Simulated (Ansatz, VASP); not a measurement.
# One calculation of TaN, two programs

```
CELL_PARAMETERS angstrom
2.95953 0.00000 0.00000
-1.47977 2.56303 0.00000
0.00000 0.00000 2.90413
ATOMIC_POSITIONS crystal
Ta 0.33333 0.66667 0.50000
N 0.00000 0.00000 0.00000
```

Alike in both runs: task single point; functional PBE; k mesh 18 × 18 × 14; occupations gaussian, width 0.1 eV; no spin polarisation.

|  | VASP | Ansatz |
| --- | --- | --- |
| version | VASP 6.6.1 | Ansatz 0.2.0 |
| potentials or method | VASP PAW PBE potentials, release 64 (Ta_pv, N), cutoff 520 eV | scalar-relativistic, plane waves, PAW |
| valence electrons in the cell | 16 | 18 |

```csv
,VASP,Ansatz,Ansatz less VASP
gap on the k mesh at the Fermi level (eV),none,none,-
pressure (GPa),-2.2,-2.8,-0.62
"traceless stress, the component that is largest in VASP (GPa)",0.29,0.19,-0.106
```

A gap of «none» marks a metal or a gap that the smearing closes. With one functional, cell and mesh, what is left measures potentials, basis and numerics. VASP's potentials hold 16 valence electrons a cell and Ansatz's 18, so a difference there can come from the potentials and not from the codes.

Spin-orbit coupling is off throughout.
